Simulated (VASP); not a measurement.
Rh, 1 atom in the cell. Symmetry: Im-3m, No. 229, cubic system. Conventional cell: a = 3.008 Å, b = 3.008 Å, c = 3.008 Å, α = 90.00°, β = 90.00°, γ = 90.00°. Within 3.4 Å of Rh (site symmetry m-3m) lie 14 Rh at 2.61 to 3.01 Å. 

| Property | Result |
| --- | --- |
| Program | VASP 6.6.1 |
| Task | single point |
| Functional | LDA |
| Potentials or basis | VASP PAW LDA potentials, release 64 (Rh_pv) |
| Cutoff | 520 eV |
| k mesh | 16 × 16 × 16 |
| Occupations | fermi-dirac, width 0.1 eV |
| Spin | no spin polarisation |
| Dipole correction | no |
| Further INCAR settings | ALGO = Normal; EDIFF = 1e-07; NBANDS = 14 |

Potentials or basis: VASP PAW LDA potentials, release 64 (Rh_pv).

Launch:

```console
$ cat potpaw_LDA.64/Rh_pv/POTCAR > POTCAR
$ mpirun -np 1 vasp_std > vasp.out
```

Hardware: 1 thread of Intel(R) Xeon(R) 6975P-C (Granite Rapids), with other jobs on the host.

Problem. How long does it take, and how much memory?

Solution. Wall time 10 s on 1 thread of Intel(R) Xeon(R) 6975P-C (Granite Rapids) (shared host), peak memory 0.13 GiB. Counts: scf iterations 11, k points 145.
